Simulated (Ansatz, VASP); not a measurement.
**BiS, level by level in two programs**

```
Bi S
1.0
     4.00294    0.00000    0.00000
     0.00000    4.00294    0.00000
     0.00000    0.00000    4.00294
Bi S
1 1
Direct
  0.50000 0.50000 0.50000
  0.00000 0.00000 0.00000
```

Single points on this cell with VASP 6.6.1 and Ansatz 0.2.0. Each row is one pair of runs. Alike in all rows: smearing: fermi-dirac, width 0.05 eV.

| level | spin | k mesh | VASP's potentials, cutoff | Ansatz's potentials, cutoff | gap on the k mesh at the Fermi level (eV), VASP | gap on the k mesh at the Fermi level (eV), Ansatz | pressure (GPa), VASP | pressure (GPa), Ansatz |
| --- | --- | --- | --- | --- | --- | --- | --- | --- |
| PBE0 | off | 4 × 4 × 4 | VASP PAW PBE potentials, release 64 (Bi_d, S), 520 eV | Ansatz PAW, 420 eV | none | none | -13.6 | -13.5 |
| PBEsol-based global hybrid | off | 4 × 4 × 4 | VASP PAW PBE potentials, release 64 (Bi_d, S), 520 eV | Ansatz PAW, 420 eV | none | none | -15.0 | -14.8 |
| r2SCAN50 | off | 4 × 4 × 4 | VASP PAW PBE potentials, release 64 (Bi_d, S), 440 eV | Ansatz PAW, 500 eV | none | none | -15.4 | -15.2 |
| HSE06 | non-collinear, zero start, SOC | 3 × 3 × 3 | VASP PAW PBE potentials, release 64 (Bi_d, S), 400 eV | Ansatz PAW, 420 eV | - | - | -10.7 | -10.2 |

Pressure (GPa): the two programs differ by at most 0.48.

A gap of «none» marks a metal or a gap that the smearing closes.

The k mesh is coarse, so the values compare programs but aren't converged.
